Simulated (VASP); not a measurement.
Write the native input for VASP 6.6.1 that does the following.

* Task: single point
* Functional: PBE
* Potentials or basis: VASP PAW PBE potentials, release 64 (Mo_sv, Cl)
* Cutoff: 520 eV
* k mesh: 4 × 4 × 1
* Occupations: gaussian, width 0.1 eV
* Spin: no spin polarisation
* Dipole correction: yes
* Further INCAR settings: LREAL = Auto; ALGO = Normal; EDIFF = 1e-06; NBANDS = 130

The structure of Mo16Cl lies in POSCAR:

```
Mo16Cl
1.0
    6.3209357483      0.0000000000      0.0000000000
    0.0000000000      6.3209357483      0.0000000000
    0.0000000000      0.0000000000     20.0883894453
Mo Cl
16 1
Direct
    0.2500000000      0.2500000000      0.1991199947
    0.2500000000      0.7500000000      0.1991199947
    0.7500000000      0.2500000000      0.1991199947
    0.7500000000      0.7500000000      0.1991199947
    0.0000000000      0.0000000000      0.2777840379
    0.0000000000      0.5000000000      0.2777840379
    0.5000000000      0.0000000000      0.2777840379
    0.5000000000      0.5000000000      0.2777840379
    0.2500000000      0.2500000000      0.3589730499
    0.2500000000      0.7500000000      0.3589730499
    0.7500000000      0.2500000000      0.3589730499
    0.7500000000      0.7500000000      0.3589730499
    0.0000000000      0.0000000000      0.4275300152
    0.0000000000      0.5000000000      0.4275300152
    0.5000000000      0.0000000000      0.4275300152
    0.5000000000      0.5000000000      0.4275300152
    0.2500000000      0.2500000000      0.5101448300
```

The input as run:

INCAR

```
SYSTEM = Mo16Cl
PREC = Accurate
ENCUT = 520
EDIFF = 1E-6
ISMEAR = 0
SIGMA = 0.1
LREAL = Auto
LASPH = .TRUE.
NELM = 80
ALGO = Normal
ISIF = 2
LWAVE = .FALSE.
LCHARG = .FALSE.
LDIPOL = .TRUE.
IDIPOL = 3
DIPOL = 0.5 0.5 0.327
GGA = PE
NBANDS = 130
```

KPOINTS

```
regular mesh
0
G
  4 4 1
  0 0 0
```

Potentials or basis: VASP PAW PBE potentials, release 64 (Mo_sv, Cl).

The run is started by

```console
$ cat potpaw_PBE.64/Mo_sv/POTCAR potpaw_PBE.64/Cl/POTCAR > POTCAR
$ mpirun -np 1 vasp_std > vasp.out
```

It gave:

```
Largest force          : 1.931 eV/Å
Band gap on the k mesh : zero (an odd number of electrons rules out a gap without spin polarisation)
```

It took 55 min on 1 thread of Intel Xeon 8259CL, on a shared host, peak memory 0.92 GiB.
